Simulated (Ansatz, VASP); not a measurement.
One calculation of TiSi2, two programs

The input INCAR:

```
ALGO = Normal
EDIFF = 1E-6
EDIFFG = -0.01
ENCUT = 600
IBRION = 2
ISIF = 3
ISMEAR = -1
LASPH = T
LCHARG = F
LREAL = F
LWAVE = F
NELM = 80
NSW = 60
PREC = Accurate
SIGMA = 0.05
```

File KPOINTS:

```
k-points
0
Gamma
  7 7 7
```

Contents of POSCAR:

```
TiSi2
1.0
    0.0000000000      4.1175163063      4.2628978354
    2.3895119538      0.0000000000      4.2628978354
    2.3895119538      4.1175163063      0.0000000000
Ti Si
2 4
Direct
    0.7500000000      0.7500000000      0.7500000000
    0.5000000000      0.5000000000      0.5000000000
    0.4125656100      0.0874343900      0.4125656100
    0.0874343900      0.4125656100      0.0874343900
    0.1625656100      0.8374343900      0.1625656100
    0.8374343900      0.1625656100      0.8374343900
```

The input input.yaml:

```yaml
crystal:
  lattice:
    - [0.0, 4.1175163063, 4.2628978354]
    - [2.3895119538, 0.0, 4.2628978354]
    - [2.3895119538, 4.1175163063, 0.0]
  atoms:
    - { symbol: Ti, position: [0.75, 0.75, 0.75] }
    - { symbol: Ti, position: [0.5, 0.5, 0.5] }
    - { symbol: Si, position: [0.41256561, 0.08743439, 0.41256561] }
    - { symbol: Si, position: [0.08743439, 0.41256561, 0.08743439] }
    - { symbol: Si, position: [0.16256561, 0.83743439, 0.16256561] }
    - { symbol: Si, position: [0.83743439, 0.16256561, 0.83743439] }
hamiltonian:
  xc: lda
  pseudopotentials: { kind: paw }
kpoints:
  mp_grid: { grid: [7, 7, 7] }
scf:
  occupations: { method: fermi_dirac, width: 0.05 }
output:
  forces: true
  stress: true
  eigenvalues: true
relax:
  f_tol: 0.01
  max_steps: 40
  cell: { stress_tol: 0.05 }
```

Alike in both runs: task relaxation of cell and atoms; functional LDA; k mesh 7 × 7 × 7; occupations fermi-dirac, width 0.05 eV; no spin polarisation.

|  | VASP | Ansatz |
| --- | --- | --- |
| version | VASP 6.6.1 | Ansatz 0.2.0 |
| potentials or method | VASP PAW LDA potentials, release 64 (Ti_sv, Si) | Ansatz PAW |
| plane-wave cutoff (eV) | 600 | 420 |
| valence electrons in the cell | 40 | 40 |

```csv
,VASP,Ansatz,Ansatz less VASP
"gap on the k mesh at the Fermi level, each at its own relaxed structure (eV)",none,none,-
relaxed volume (Å³/atom),13.51,13.49,-0.018
relaxed cell length with the largest relative difference (Å),4.843,4.841,-0.0021
```

LDA's correlation is that of Perdew and Zunger in VASP and of Perdew and Wang (1992) in Ansatz. A gap of «none» marks a metal or a gap that the smearing closes.

Noted on Ansatz's run: the plane-wave basis is chosen anew once the cell has moved, so the energies of steps on either side of that aren't comparable.
